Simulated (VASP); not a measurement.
# F (P6_3/mmc) in VASP: single point with PBE

Aim: the single point of F with PBE.

Everything below comes from runs of VASP 6.6.1. Logs are shortened: lines on timing, memory, paths and dates and some standing lists are left out, and cuts for length are marked.

### 1 The cell of the first run

It takes space group P6_3/mmc (No. 194, hexagonal). The conventional cell has a = 1.763 Å, b = 1.763 Å, c = 3.131 Å, α = 90.00°, β = 90.00°, γ = 120.00°. Within 2.3 Å of F (site symmetry -6m2) lie 12 F at 1.76 to 1.87 Å.

### 2 Single point, PBE

The input, INCAR:

```
SYSTEM = F
PREC = Accurate ; ENCUT = 520
EDIFF = 1E-7 ; ISMEAR = -1
SIGMA = 0.08 ; LREAL = .FALSE.
LASPH = .TRUE. ; NELM = 60
ALGO = Normal ; ISIF = 2
LWAVE = .FALSE. ; LCHARG = .FALSE.
GGA = PE ; NBANDS = 14
```

The input, KPOINTS:

```
Automatic mesh
0
G
  22 22 12
  0 0 0
```

The input, POSCAR:

```
F
1.0
    1.7632318725      0.0000000000      0.0000000000
   -0.8816159362      1.5270035943      0.0000000000
    0.0000000000      0.0000000000      3.1314081474
F
2
Direct
    0.3333333333      0.6666666667      0.2500000000
    0.6666666667      0.3333333333      0.7500000000
```

Potentials or basis: VASP PAW PBE potentials, release 64 (F).

Run with:

```bash
$ cat potpaw_PBE.64/F/POTCAR > POTCAR
$ mpirun -np 1 vasp_std > vasp.out
```

OUTCAR:

```text
SYSTEM = F
   PREC = Accurate
   ENCUT = 520
   EDIFF = 1E-7
   ISMEAR = -1
   LREAL = .FALSE.
   LASPH = .TRUE.
   NELM = 60
   ISIF = 2
   GGA = PE

 ion  position               nearest neighbor table
   1  0.333  0.667  0.250-   2 1.87   2 1.87   2 1.87   2 1.87   2 1.87   2 1.87
   2  0.667  0.333  0.750-   1 1.87   1 1.87   1 1.87   1 1.87   1 1.87   1 1.87

  LATTYP: Found a hexagonal cell.
 ALAT       =     1.7632318725
 C/A-ratio  =     1.7759480170

  Lattice vectors:

 A1 = (   1.7632318725,   0.0000000000,   0.0000000000)
 A2 = (  -0.8816159362,   1.5270035943,   0.0000000000)
 A3 = (   0.0000000000,   0.0000000000,   3.1314081474)

Analysis of symmetry for initial positions (statically):
=====================================================================
 Subroutine PRICEL returns:
 Original cell was already a primitive cell.

 Routine SETGRP: Setting up the symmetry group for a
 hexagonal supercell.

 Subroutine GETGRP returns: Found 24 space group operations
 (whereof 12 operations were pure point group operations)
 out of a pool of 24 trial point group operations.

The static configuration has the point symmetry D_3d.
 The point group associated with its full space group is D_6h.

Analysis of symmetry for dynamics (positions and initial velocities):
=====================================================================
 Subroutine PRICEL returns:
 Original cell was already a primitive cell.

 Routine SETGRP: Setting up the symmetry group for a
 hexagonal supercell.

 Subroutine GETGRP returns: Found 24 space group operations
 (whereof 12 operations were pure point group operations)
 out of a pool of 24 trial point group operations.

The dynamic configuration has the point symmetry D_3d.
 The point group associated with its full space group is D_6h.

 Subroutine INISYM returns: Found 24 space group operations
 (whereof 12 operations are pure point group operations),
 and found     1 'primitive' translations

----------------------------------------------------------------------------------------

                                     Primitive cell

  volume of cell :       8.4312

  direct lattice vectors                    reciprocal lattice vectors
     1.763231873  0.000000000  0.000000000     0.567140383  0.327438653  0.000000000
    -0.881615936  1.527003594  0.000000000     0.000000000  0.654877306  0.000000000
     0.000000000  0.000000000  3.131408147     0.000000000  0.000000000  0.319345149

  length of vectors
     1.763231873  1.763231872  3.131408147     0.654877306  0.654877306  0.319345149

  position of ions in fractional coordinates (direct lattice)
     0.333333333  0.666666667  0.250000000
     0.666666667  0.333333333  0.750000000

  ion indices of the primitive-cell ions
   primitive index   ion index
                 1           1
                 2           2

----------------------------------------------------------------------------------------

 KPOINTS: Automatic mesh

Automatic generation of k-mesh.
 Grid dimensions read from file:
 generate k-points for:   22   22   12

 Generating k-lattice:

  Cartesian coordinates                     Fractional coordinates (reciprocal lattice)
     0.025779108  0.014883575  0.000000000     0.045454545  0.000000000  0.000000000
     0.000000000  0.029767150  0.000000000     0.000000000  0.045454545  0.000000000
     0.000000000  0.000000000  0.026612096     0.000000000  0.000000000  0.083333333

  Length of vectors
     0.029767150  0.029767150  0.026612096

  Shift w.r.t. Gamma in fractional coordinates (k-lattice)
     0.000000000  0.000000000  0.000000000

 Subroutine IBZKPT returns following result:
 ===========================================

 Found    364 irreducible k-points:

 Following reciprocal coordinates:
            Coordinates               Weight
  0.000000  0.000000  0.000000      1.000000
  0.045455  0.000000  0.000000      6.000000
  0.090909  0.000000  0.000000      6.000000
  0.136364  0.000000  0.000000      6.000000
  0.181818  0.000000  0.000000      6.000000
  0.227273  0.000000  0.000000      6.000000
[... 16 lines left out ...]
  0.090909  0.090909  0.000000      6.000000
  0.136364  0.090909  0.000000     12.000000
 [... further k-points ...]
   k-points           NKPTS =    364   k-points in BZ     NKDIM =    364   number of bands    NBANDS=     14
   number of dos      NEDOS =    301   number of ions     NIONS =      2
   total plane-waves  NPLWV =   4704
   dimension x,y,z NGX =    14 NGY =   14 NGZ =   24
   dimension x,y,z NGXF=    28 NGYF=   28 NGZF=   48
   ions per type =               2
   NGX,Y,Z   is equivalent  to a cutoff of  13.20, 13.20, 12.74 a.u.
   NGXF,Y,Z  is equivalent  to a cutoff of  26.40, 26.40, 25.48 a.u.
 SYSTEM =  F
   PREC   = accura    normal or accurate (medium, high low for compatibility)
   ISTART =      0    job   : 0-new  1-cont  2-samecut
   ICHARG =      2    charge: 1-file 2-atom 10-const
   ISPIN  =      1    spin polarized calculation?
   LNONCOLLINEAR =      F non collinear calculations
   LSORBIT =      F    spin-orbit coupling
   LASPH  =      T    aspherical Exc in radial PAW
   ENCUT  =  520.0 eV  38.22 Ry    6.18 a.u.   3.28  3.28  5.82*2*pi/ulx,y,z
   NELM   =     60;   NELMIN=  2; NELMDL= -5     # of ELM steps
   EDIFF  = 0.1E-06   stopping-criterion for ELM
   LREAL  =      F    real-space projection
   EDIFFG = 0.1E-05   stopping-criterion for IOM
   NSW    =      0    number of steps for IOM
   IBRION =     -1    ionic relax: 0-MD 1-quasi-New 2-CG
   NFREE  =      0    steps in history (QN), initial steepest desc. (CG)
   ISIF   =      2    stress and relaxation
   ISYM   =      2    0-nonsym 1-usesym 2-fastsym
   POTIM  = 0.5000    time-step for ionic-motion
   TEBEG  =    0.0;   TEEND  =   0.0 temperature during run
   PSTRESS=    0.0 pullay stress
   NELECT =      14.0000    total number of electrons
   NUPDOWN=      -1.0000    fix difference up-down
   EMIN   =  10.00;   EMAX   =-10.00  energy-range for DOS
   EFERMI =   0.00;   METHOD = LEGACY
   ISMEAR =    -1;   SIGMA  =   0.08  broadening in eV -4-tet -1-fermi 0-gaus
   EFERMI_NEDOS =   21; number of points for ismear=-14 and -15
   IALGO  =     38    algorithm
   IMIX   =      4    mixing-type and parameters
     AMIX     =   0.40;   BMIX     =  1.00
     AMIX_MAG =   1.60;   BMIX_MAG =  1.00
  volume/ion in A,a.u.               =       4.22        28.45
  Fermi-wavevector in a.u.,A,eV,Ry     =   1.938598  3.663419 51.132908  3.758163
  Thomas-Fermi vector in A             =   2.968915
   LORBIT       =      0    0 simple, 1 ext, 2 COOP (PROOUT), +10 PAW based schemes
   GGA     = PE    functional components
   LHFCALC =     F    Hartree Fock is set to
   AEXX    =    0.0000 exact exchange contribution
   IVDW    =     0    specifies the selected vdW correction
   LEPSILON=     F    determine dielectric tensor
   LRPA    =     F    only Hartree local field effects (RPA)
 non-spin polarized calculation
  energy-cutoff  :      520.00
  volume of cell :        8.43
 maximum number of plane-waves:       245
 NGX is ok and might be reduce to    14
   NGX =  7   NGY =  7   NGZ = 11

 number of electron      13.9999990 magnetization

 Free energy of the ion-electron system (eV)
  ---------------------------------------------------
  ext. energy  EPLUGINS =         0.00000000
  ---------------------------------------------------
  free energy    TOTEN  =         5.28666934 eV

  energy without entropy =        5.31729239  energy(sigma->0) =        5.30198086

 E-fermi :   9.3343     XC(G=0): -15.8665

 val. band max:        9.3305448654   @ k =   0.1818   0.1364   0.2500
 cond. band min:       9.3351736925   @ k =   0.2273   0.0455   0.3333
 fundamental gap:      0.0046288271
 Fermi energy:         9.3343166091

 k-point     1 :       0.0000    0.0000    0.0000
  band No.  band energies     occupation
      1     -23.1549      2.00000
      2     -16.1936      2.00000
      3      -4.2231      2.00000
      4      10.4488      0.00000
      5      10.8703      0.00000
      6      10.8703      0.00000
      7      11.8654      0.00000
      8      11.8654      0.00000
      9      37.6322      0.00000
     10      42.3450      0.00000
     11      44.2860      0.00000
     12      52.6523      0.00000
     13      56.6392      0.00000
     14      56.6392      0.00000

 k-point     2 :       0.0455    0.0000    0.0000
  band No.  band energies     occupation
      1     -23.0557      2.00000
      2     -16.1131      2.00000
      3      -4.1275      2.00000
      4      10.4439      0.00000
      5      10.5798      0.00000
      6      10.7761      0.00000
      7      11.6620      0.00000
      8      11.8366      0.00000
      9      37.7306      0.00000
     10      42.5116      0.00000
     11      44.1251      0.00000
     12      52.1928      0.00000
     13      56.1253      0.00000
     14      56.8872      0.00000

 k-point     3 :       0.0909    0.0000    0.0000
  band No.  band energies     occupation
      1     -22.7594      2.00000
      2     -15.8754      2.00000
      3      -3.8431      2.00000
      4       9.7436      0.01192
      5      10.4253      0.00000
      6      10.5146      0.00000
      7      11.0640      0.00000
      8      11.7420      0.00000
      9      38.0085      0.00000
     10      42.9428      0.00000
     11      43.6264      0.00000
     12      50.6242      0.00000
     13      55.8530      0.00000
     14      57.6044      0.00000
[... 324 lines left out ...]
 k-point    23 :       0.0909    0.0909    0.0000
  band No.  band energies     occupation
      1     -21.9769      2.00000
      2     -15.2573      2.00000
      3      -3.0978      2.00000
      4       8.0139      2.00000
      5       9.0033      1.96857
      6      10.3479      0.00001
      7      10.4040      0.00000
      8      11.2503      0.00000
      9      38.6704      0.00000
     10      42.3172      0.00000
     11      43.8144      0.00000
     12      47.5373      0.00000
     13      54.9538      0.00000
     14      55.8599      0.00000

 k-point    24 :       0.1364    0.0909    0.0000
  band No.  band energies     occupation
      1     -21.3026      2.00000
      2     -14.7381      2.00000
      3      -2.4621      2.00000
      4       6.6158      2.00000
      5       7.8988      2.00000
      6       9.8113      0.00513
      7      10.2486      0.00002
      8      10.8886      0.00000
      9      39.1415      0.00000
     10      41.2027      0.00000
     11      44.1394      0.00000
     12      46.0181      0.00000
     13      53.4295      0.00000
     14      53.5491      0.00000

 [... further k-points ...]

------------------------ aborting loop because EDIFF is reached ----------------------------------------

  FORCE on cell =-STRESS in cart. coord.  units (eV):
  Direction    XX          YY          ZZ          XY          YZ          ZX
  --------------------------------------------------------------------------------------
  -------------------------------------------------------------------------------------
  Total       22.6343158     22.6343158     22.6308183      0.0000000      0.0000000      0.0000000
  in kB     4301.1916040   4301.1916038   4300.5269805      0.0000001      0.0000000      0.0000000
  external PRESSURE =    4300.9700628 kB  Pullay stress =       0.0000000 kB

 VOLUME and BASIS-vectors are now :
 -----------------------------------------------------------------------------
  energy-cutoff  :      520.00
  volume of cell :        8.43
      direct lattice vectors                 reciprocal lattice vectors
     1.763231873  0.000000000  0.000000000     0.567140383  0.327438653  0.000000000
    -0.881615936  1.527003594  0.000000000     0.000000000  0.654877306  0.000000000
     0.000000000  0.000000000  3.131408147     0.000000000  0.000000000  0.319345149

 POSITION                                       TOTAL-FORCE (eV/Angst)
 -----------------------------------------------------------------------------------
     -0.00000      1.01800      0.78285        -0.000000      0.000000      0.000000
      0.88162      0.50900      2.34856         0.000000     -0.000000      0.000000
 -----------------------------------------------------------------------------------
    total drift:                                0.000000     -0.000000      0.000000

  FREE ENERGIE OF THE ION-ELECTRON SYSTEM (eV)
  ---------------------------------------------------
  free  energy   TOTEN  =         5.2866693428 eV

  energy  without entropy=        5.3172923872  energy(sigma->0) =        5.30198086
```

It took 70 s on 1 thread of AMD EPYC 7R13, shared host; peak memory 0.11 GiB.

What came out:

```
Free energy            : 5.2867 eV
Pressure               : 430.1 GPa
Band gap on the k mesh : zero (bands 7 and 8 overlap by 5.43 eV)
```

Levels at points of the mesh, in eV from the Fermi level:
| k point | band 3 | band 4 | band 5 | band 6 | band 7 | band 8 | band 9 | band 10 | band 11 | band 12 |
| --- | --- | --- | --- | --- | --- | --- | --- | --- | --- | --- |
| (0.00, 0.00, 0.00) | -13.56 | 1.11 | 1.54 | 1.54 | 2.53 | 2.53 | 28.30 | 33.01 | 34.95 | 43.32 |
| (0.50, 0.00, 0.00) | -12.00 | -9.59 | -5.84 | -1.88 | -1.86 | 0.57 | 23.91 | 26.82 | 32.71 | 36.49 |
| (0.00, 0.00, 0.50) | -5.79 | -5.79 | 2.03 | 2.03 | 2.03 | 2.03 | 31.65 | 31.65 | 36.81 | 36.81 |
| (0.50, 0.00, 0.50) | -12.50 | -12.50 | -1.69 | -1.69 | -0.73 | -0.73 | 25.13 | 25.13 | 32.98 | 32.98 |

Caveat: the cell stands under pressure.
